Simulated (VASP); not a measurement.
Wanted: the native input for a VASP 6.6.1 run.

```yaml
Task: single point
Functional: r2SCAN
Potentials_or_basis: VASP PAW PBE potentials, release 64 (Mo_sv)
Cutoff: 520 eV
k_mesh: 24 × 24 × 24
Occupations: fermi-dirac, width 0.1 eV
Spin: no spin polarisation
Dipole_correction: no
Further_INCAR_settings: ALGO = Normal; EDIFF = 1e-07; NBANDS = 13
```

Mo:

```
Mo
1.0
    -1.57178    1.57178    1.57178
     1.57178   -1.57178    1.57178
     1.57178    1.57178   -1.57178
Mo
1
Direct
  0.00000 0.00000 0.00000
```

The input as run:

POSCAR

```
Mo
1.0
   -1.5717757217      1.5717757217      1.5717757217
    1.5717757217     -1.5717757217      1.5717757217
    1.5717757217      1.5717757217     -1.5717757217
Mo
1
Direct
    0.0000000000      0.0000000000      0.0000000000
```

INCAR.step1

```
SYSTEM = Mo
PREC = Accurate ; ENCUT = 520
ISMEAR = -1 ; SIGMA = 0.1
LREAL = .False. ; LASPH = .True.
NELM = 100 ; NBANDS = 13
GGA = PE ; ALGO = Normal
EDIFF = 1E-4 ; LWAVE = .True.
LCHARG = .False.
```

INCAR.step2

```
SYSTEM = Mo
PREC = Accurate ; ENCUT = 520
EDIFF = 1E-7 ; ISMEAR = -1
SIGMA = 0.1 ; LREAL = .False.
LASPH = .True. ; NELM = 100
ALGO = Normal ; ISIF = 2
LWAVE = .False. ; LCHARG = .False.
METAGGA = R2SCAN ; LMIXTAU = .True.
NBANDS = 13 ; ISTART = 1
```

KPOINTS

```
regular mesh
0
Gamma
  24 24 24
  0 0 0
```

Potentials or basis: VASP PAW PBE potentials, release 64 (Mo_sv).

Command:

```console
$ cat potpaw_PBE.64/Mo_sv/POTCAR > POTCAR
$ cp INCAR.step1 INCAR
$ mpirun -np 1 vasp_std > vasp.out
$ cp INCAR.step2 INCAR
$ mpirun -np 1 vasp_std > vasp.out
```

Results of the run:

- Pressure: 3.1 GPa
- Band gap on the k mesh: zero (bands 7 and 8 overlap by 5.61 eV)

Caveat: the cell stands under pressure; the PAW data sets were made with another functional, which shifts forces and pressure a little.

Run time: 4.3 min on 1 thread of AMD EPYC 7R43 64-Core Processor (Zen 3), with other jobs on the host, peak memory 0.15 GiB.
